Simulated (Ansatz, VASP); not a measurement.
CsBr: VASP beside Ansatz

```xyz
2
Lattice="4.3853 0.0000 0.0000 0.0000 4.3853 0.0000 0.0000 0.0000 4.3853" Properties=species:S:1:pos:R:3 pbc="T T T"
Cs    0.0000    0.0000    0.0000
Br    2.1926    2.1926    2.1926
```

Alike in both runs: task single point; functional PBEsol; k mesh 4 × 4 × 4; occupations gaussian, width 0.05 eV; no spin polarisation.

|  | VASP | Ansatz |
| --- | --- | --- |
| version | VASP 6.6.1 | Ansatz 0.2.0 |
| potentials or method | VASP PAW PBE potentials, release 64 (Cs_sv, Br), cutoff 500 eV | scalar-relativistic, plane waves, PAW |
| valence electrons in the cell | 16 | 16 |

```csv
,VASP,Ansatz,Ansatz less VASP
gap on the k mesh at the Fermi level (eV),4.07,4.09,+0.011
least direct gap on the mesh (eV),4.10,4.11,+0.008
pressure (GPa),-1.2,-1.2,-0.04
```

VASP's potentials were made for PBE, not for PBEsol.

Spin-orbit coupling is off throughout.
